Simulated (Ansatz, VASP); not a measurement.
**One calculation of Zn3Cu, two programs**

```
Zn Cu
1.0
     1.88391   -1.88493    0.00000
     1.88391    1.88493    0.00000
     0.00000    0.00000    7.35031
Zn Cu
3 1
Direct
  0.50000 0.50000 0.76216
  0.00000 0.00000 0.50000
  0.50000 0.50000 0.23784
  0.00000 0.00000 0.00000
```

Alike in both runs: functional PBEsol; k mesh 16 × 16 × 6; occupations gaussian, width 0.1 eV; no spin polarisation.

Ansatz relaxed the structure, and its values are those at the end. VASP's run is a single point on that final structure, the one shown.

```csv
,VASP,Ansatz
version,VASP 6.6.1,Ansatz 0.2.0
potentials or method,"VASP PAW PBE potentials, release 64 (Zn, Cu), cutoff 520 eV","scalar-relativistic, plane waves, PAW"
valence electrons in the cell,47,55
```

```csv
,VASP,Ansatz,Ansatz less VASP
gap on the k mesh at the Fermi level (eV),none,none,-
pressure (GPa),0.5,0.0,-0.54
rms of the force components (eV/Å),0.005,0.001,-0.0041
```

VASP's potentials were made for PBE, not for PBEsol. A gap of «none» marks a metal or a gap that the smearing closes. VASP's potentials hold 47 valence electrons a cell and Ansatz's 55, so a difference there can come from the potentials and not from the codes.
